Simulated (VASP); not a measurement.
Runs of VASP 6.6.1 on MoS2. The structure is that of space group R3m (No. 160), or close to it. The cells are those of the table. 

| task | spin | cell | k mesh | cutoff (eV) | smearing | gap on the mesh (eV) | pressure (GPa) | relaxed volume (Å³/atom) | largest force (eV/Å) |
| --- | --- | --- | --- | --- | --- | --- | --- | --- | --- |
| single point | collinear, ferromagnetic start | a = 6.390 Å, angles 28.7°, 3 atoms | 6 × 6 × 6 | 520 | gaussian 0.1 eV | (a) | (c) | - | 1.28 |
| single point | off | a = 6.267 Å, angles 29.1°, 3 atoms | 12 × 12 × 12 | 520 | gaussian 0.02 eV | 0.81 | -0.1 | - | 0.01 |
| relaxation of cell and atoms | off | relaxed from a = 6.390 Å, angles 28.7°, 3 atoms | 6 × 6 × 6 | 600 | gaussian 0.1 eV | 0.82 | -0.1 | 17.25 | 0.01 |
| single point | off | a = 6.269 Å, angles 29.1°, 3 atoms | 6 × 6 × 6 | 520 | gaussian 0.1 eV | 0.81 | -0.2 | - | (b) |
| relaxation of cell and atoms | off | relaxed from a = 6.269 Å, angles 29.1°, 3 atoms | 12 × 12 × 12 | 600 | gaussian 0.02 eV | 0.81 | 0.0 | 17.20 | - |

Alike in all rows: level PBE+D3(BJ); potentials or basis VASP PAW PBE potentials, release 64 (Mo_sv, S).

**Question.** Fill in the values left out.

**Answer.** (a) 0.66; (b) 0.02; (c) 5.1.

Caveats: forces of over 1 eV/Å act on the atoms, so gaps and moduli don't describe the material at rest (some runs); the relaxation stopped at a loose force limit of 0.05 eV/Å, so its end isn't a converged minimum (some runs).

A k mesh can miss the band edges, and the runs leave out spin-orbit coupling on Mo.
